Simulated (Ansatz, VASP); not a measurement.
## One calculation of RbCaH3, two programs

The input INCAR:

```
ALGO = Normal
EDIFF = 1E-6
ENCUT = 520
GGA = CA
ISIF = 2
ISMEAR = 0
LASPH = T
LCHARG = F
LREAL = F
LWAVE = F
NBANDS = 19
NELM = 60
PREC = Accurate
SIGMA = 0.05
```

File KPOINTS:

```
k-points
0
Gamma
  6 6 6
```

The input POSCAR:

```
RbCaH3
1.0
    4.1662357072      0.0000000000      0.0000000000
    0.0000000000      4.1662357072      0.0000000000
    0.0000000000      0.0000000000      5.4161064194
Rb Ca H
1 1 3
Direct
    0.0000000000      0.0000000000      0.0000000000
    0.5000000000      0.5000000000      0.5000000000
    0.0000000000      0.5000000000      0.5000000000
    0.5000000000      0.0000000000      0.5000000000
    0.5000000000      0.5000000000      0.0000000000
```

Input for Ansatz:

```yaml
crystal:
  lattice:
    - [4.1662357072, 0.0, 0.0]
    - [0.0, 4.1662357072, 0.0]
    - [0.0, 0.0, 5.4161064194]
  atoms:
    - { symbol: Rb, position: [0.0, 0.0, 0.0] }
    - { symbol: Ca, position: [0.5, 0.5, 0.5] }
    - { symbol: H, position: [0.0, 0.5, 0.5] }
    - { symbol: H, position: [0.5, 0.0, 0.5] }
    - { symbol: H, position: [0.5, 0.5, 0.0] }
basis:
  ecutwfc: 420
kpoints:
  mp_grid: { grid: [6, 6, 6] }
hamiltonian:
  xc: lda
scf:
  occupations: { method: gaussian, width: 0.05 }
output:
  forces: true
  stress: true
  eigenvalues: true
  write_density: true
  write_potential: true
  elf: true
  volumetric_format: npy
```

Alike in both runs: task single point; functional LDA; k mesh 6 × 6 × 6; occupations gaussian, width 0.05 eV; no spin polarisation.

|  | VASP | Ansatz |
| --- | --- | --- |
| version | VASP 6.6.1 | Ansatz 0.2.0 |
| potentials or method | VASP PAW LDA potentials, release 64 (Rb_sv, Ca_sv, H), cutoff 520 eV | scalar-relativistic, plane waves, PAW |
| valence electrons in the cell | 22 | 22 |

```csv
,VASP,Ansatz,Ansatz less VASP
gap on the k mesh at the Fermi level (eV),2.68,2.69,+0.012
least direct gap on the mesh (eV),2.70,2.72,+0.015
pressure (GPa),-0.3,-0.3,-0.02
"traceless stress, the component that is largest in VASP (GPa)",-5.57,-5.49,+0.072
```

LDA's correlation is that of Perdew and Zunger in VASP and of Perdew and Wang (1992) in Ansatz.
